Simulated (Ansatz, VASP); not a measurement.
# W2Se: VASP beside Ansatz

Contents of INCAR:

```
PREC     = Accurate       # precision mode
ENCUT    = 520            # plane-wave cutoff, eV
EDIFF    = 1E-6           # SCF threshold, eV
ISMEAR   = 0              # smearing method
SIGMA    = 0.1            # smearing width, eV
LREAL    = False          # projectors in reciprocal space
LASPH    = True           # aspherical terms in the spheres
NELM     = 60             # most SCF steps
ALGO     = Normal         # electronic algorithm
ISIF     = 2              # what is computed and relaxed
LWAVE    = False          # write WAVECAR
LCHARG   = False          # write CHGCAR
GGA      = PE             # functional
NBANDS   = 24             # bands
```

The input KPOINTS:

```
regular mesh
0
Gamma
  12 12 12
```

File POSCAR:

```
W2Se
1.0
    1.5900852933      0.9180361721      5.9074144715
   -1.5900852933      0.9180361721      5.9074144715
    0.0000000000     -1.8360723442      5.9074144715
W Se
2 1
Direct
    0.7813762328      0.7813762328      0.7813762328
    0.2186237672      0.2186237672      0.2186237672
    0.0000000000      0.0000000000      0.0000000000
```

Input for Ansatz:

```yaml
crystal:
  lattice:
    - [1.5900852933, 0.9180361721, 5.9074144715]
    - [-1.5900852933, 0.9180361721, 5.9074144715]
    - [0.0, -1.8360723442, 5.9074144715]
  atoms:
    - { symbol: W, position: [0.7813762328, 0.7813762328, 0.7813762328] }
    - { symbol: W, position: [0.2186237672, 0.2186237672, 0.2186237672] }
    - { symbol: Se, position: [0.0, 0.0, 0.0] }
basis:
  ecutwfc: 420
kpoints:
  mp_grid: { grid: [12, 12, 12] }
  band_path:
    path:
      - [[0.0, 0.0, 0.0], [0.5, 0.5, 0.5], [0.81723305, 0.18276695, 0.5]]
      - [[0.5, -0.18276695, 0.18276695], [0.5, 0.0, 0.0], [0.0, 0.0, 0.0], [0.34138347, -0.34138347, 0.0]]
      - [[0.65861653, 0.0, 0.34138347], [0.5, 0.0, 0.5], [0.0, 0.0, 0.0]]
    npoints: 14
hamiltonian:
  xc: pbe
scf:
  occupations: { method: gaussian, width: 0.1 }
  n_extra_bands: 7
output:
  forces: true
  stress: true
  eigenvalues: true
  populations: true
  dos: { projected: true, de: 0.02, nscf_kmesh: { grid: [15, 15, 15] } }
  bader: true
  write_density: true
  write_potential: true
  elf: true
  volumetric_format: npy
```

Alike in both runs: task single point; functional PBE; k mesh 12 × 12 × 12; occupations gaussian, width 0.1 eV; no spin polarisation.

|  | VASP | Ansatz |
| --- | --- | --- |
| version | VASP 6.6.1 | Ansatz 0.2.0 |
| potentials or method | VASP PAW PBE potentials, release 64 (W_sv, Se), cutoff 520 eV | scalar-relativistic, plane waves, PAW |
| valence electrons in the cell | 34 | 44 |

```tsv
	VASP	Ansatz	Ansatz less VASP
gap on the k mesh at the Fermi level (eV)	none	none	-
pressure (GPa)	0.4	0.0	-0.41
traceless stress, the component that is largest in VASP (GPa)	0.12	-0.02	-0.146
rms of the force components (eV/Å)	0.005	0.003	-0.0016
```

Atom by atom the forces differ by 0.008 eV/Å (rms over components). A gap of «none» marks a metal or a gap that the smearing closes. VASP's potentials hold 34 valence electrons a cell and Ansatz's 44, so a difference there can come from the potentials and not from the codes.

Spin-orbit coupling is off throughout.
